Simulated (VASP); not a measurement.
The system is Al2Cu.

```
Al Cu
1.0
     2.86650    0.00000    0.00000
    -1.43325    2.48246    0.00000
     0.00000    0.00000    6.22702
Al Cu
2 1
Direct
  0.33333 0.66667 0.18401
  0.66667 0.33333 0.81599
  0.00000 0.00000 0.50000
```

Base run:

```yaml
Program: VASP 6.6.1
Functional: r2SCAN
Potentials_or_basis: VASP PAW PBE potentials, release 64 (Al, Cu)
Cutoff: 520 eV
k_mesh: 18 × 18 × 8
Occupations: gaussian, width 0.1 eV
Spin: no spin polarisation
```

Its results: pressure -3.4 GPa; largest force 0.036 eV/Å.

The run is repeated on the same cell with these changes: functional from r2SCAN to PBE; further incar settings from ALGO = Normal; EDIFF = 1e-06; NBANDS = 16 to ALGO = Fast; EDIFF = 1e-06; NBANDS = 16. What comes out?

Pressure 0.2 GPa; largest force 0.020 eV/Å.

Caveats: the PAW data sets were made with another functional, which shifts forces and pressure a little (some runs).
